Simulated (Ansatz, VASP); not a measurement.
# Te in VASP and in Ansatz

```
CELL_PARAMETERS angstrom
2.13296 1.33131 1.69095
-2.13296 1.33131 1.69095
0.00000 -2.66263 1.69095
ATOMIC_POSITIONS crystal
Te 0.50000 0.50000 0.50000
```

Change from the starting cell: strain -0.0750 x Voigt [1, 0, 0, 0, 0, 0], atoms carried along.

Alike in both runs: task single point; functional LDA; k mesh 15 × 15 × 15; occupations gaussian, width 0.15 eV; no spin polarisation.

|  | VASP | Ansatz |
| --- | --- | --- |
| version | VASP 6.6.1 | Ansatz 0.2.0 |
| potentials or method | VASP PAW LDA potentials, release 64 (Te), cutoff 520 eV | scalar-relativistic, plane waves, PAW |
| valence electrons in the cell | 6 | 16 |

VASP gave:

- gap on the k mesh at the Fermi level (eV): none
- pressure (GPa): 4.5
- traceless stress, the component that is largest in VASP (GPa): 2.47

Problem. Estimate Ansatz's values.

Solution. gap on the k mesh at the Fermi level (eV): none; pressure (GPa): 4.3; traceless stress, the component that is largest in VASP (GPa): 2.44.

LDA's correlation is that of Perdew and Zunger in VASP and of Perdew and Wang (1992) in Ansatz. A gap of «none» marks a metal or a gap that the smearing closes. VASP's potentials hold 6 valence electrons a cell and Ansatz's 16, so a difference there can come from the potentials and not from the codes.

Spin-orbit coupling is off throughout.
